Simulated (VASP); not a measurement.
Write the native input for VASP 6.6.1 that does the following.

| Quantity | Value |
| --- | --- |
| Task | single point |
| Functional | LDA |
| Potentials or basis | VASP PAW LDA potentials, release 64 (Hf_pv) |
| Cutoff | 520 eV |
| k mesh | 10 × 10 × 10 |
| Occupations | fermi-dirac, width 0.05 eV |
| Spin | no spin polarisation |
| Dipole correction | no |
| Further INCAR settings | ALGO = Normal; EDIFF = 1e-07; NBANDS = 11 |

The structure of Hf lies in POSCAR:

```
Hf
1.0
    0.0000000000      2.2200000000      2.2200000000
    2.2200000000      0.0000000000      2.2200000000
    2.2200000000      2.2200000000      0.0000000000
Hf
1
Direct
    0.0000000000      0.0000000000      0.0000000000
```

The input as run:

INCAR

```
SYSTEM = Hf
PREC = Accurate
ENCUT = 520
EDIFF = 1E-7
ISMEAR = -1
SIGMA = 0.05
LREAL = .False.
LASPH = .True.
NELM = 100
ALGO = Normal
ISIF = 2
LWAVE = .False.
LCHARG = .False.
GGA = CA
NBANDS = 11
```

KPOINTS

```
Automatic mesh
0
Gamma
  10 10 10
  0 0 0
```

Potentials or basis: VASP PAW LDA potentials, release 64 (Hf_pv).

Command:

```sh
$ cat potpaw_LDA.64/Hf_pv/POTCAR > POTCAR
$ mpirun -np 1 vasp_std > vasp.out
```

Results of the run:

```
Pressure               : -5.7 GPa
Band gap on the k mesh : zero (band 5 reaches 6.11 eV, above the bottom of band 6 at 4.38 eV)
```

Caveat: spin-orbit coupling is left out, which moves the levels of the heavy elements.

Wall time 4.3 s on 1 thread of Intel(R) Xeon(R) 6975P-C (Granite Rapids) (shared host), peak memory 0.13 GiB.
